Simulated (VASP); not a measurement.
Input of a VASP 6.6.1 run:

File POSCAR:

```
Al
1.0
    3.9920061281      0.0000000000      0.0000000000
    0.0000000000      3.9920061281      0.0000000000
    0.0000000000      0.0000000000     22.9880091922
Al
8
Direct
    0.0000000000      0.5000000000      0.3697579868
    0.5000000000      0.0000000000      0.3697579868
    0.5000000000      0.5000000000      0.4565859956
    0.0000000000      0.0000000000      0.4565859956
    0.0000000000      0.5000000000      0.5465073608
    0.5000000000      0.0000000000      0.5465073608
    0.5000000000      0.5000000000      0.6343299257
    0.0000000000      0.0000000000      0.6343299257
```

File INCAR.step1:

```
SYSTEM = Al
PREC = Accurate
ENCUT = 520
ISMEAR = 0
SIGMA = 0.1
LREAL = .FALSE.
LASPH = .TRUE.
NELM = 60
LDIPOL = .TRUE.
IDIPOL = 3
DIPOL = 0.5 0.5 0.502
NBANDS = 22
GGA = PE
ALGO = Normal
EDIFF = 1E-4
LWAVE = .TRUE.
LCHARG = .FALSE.
```

Contents of INCAR.step2:

```
SYSTEM = Al
PREC = Accurate
ENCUT = 520
EDIFF = 1E-6
ISMEAR = 0
SIGMA = 0.1
LREAL = .FALSE.
LASPH = .TRUE.
NELM = 60
ALGO = Normal
ISIF = 2
LWAVE = .FALSE.
LCHARG = .FALSE.
LDIPOL = .TRUE.
IDIPOL = 3
DIPOL = 0.5 0.5 0.502
METAGGA = R2SCAN
LMIXTAU = .TRUE.
NBANDS = 22
ISTART = 1
```

The input KPOINTS:

```
Automatic mesh
0
G
  7 7 1
  0 0 0
```

Potentials or basis: VASP PAW PBE potentials, release 64 (Al).

Command:

```bash
$ cat potpaw_PBE.64/Al/POTCAR > POTCAR
$ cp INCAR.step1 INCAR
$ mpirun -np 1 vasp_std > vasp.out
$ cp INCAR.step2 INCAR
$ mpirun -np 1 vasp_std > vasp.out
```

Q: What does it give for the band gap on the k mesh?

A: Zero (bands 12 and 13 overlap by 2.33 eV).

Q: What does it give for the largest force?

A: 0.081 eV/Å.

Forces on the atoms (eV/Å):
```
Al   0.000  0.000 -0.071
Al   0.000  0.000 -0.071
Al   0.000  0.000  0.081
Al   0.000  0.000  0.081
Al   0.000  0.000  0.000
Al   0.000  0.000  0.000
Al   0.000  0.000 -0.010
Al   0.000  0.000 -0.010
```

Caveat: the PAW data sets were made with another functional, which shifts forces and pressure a little.
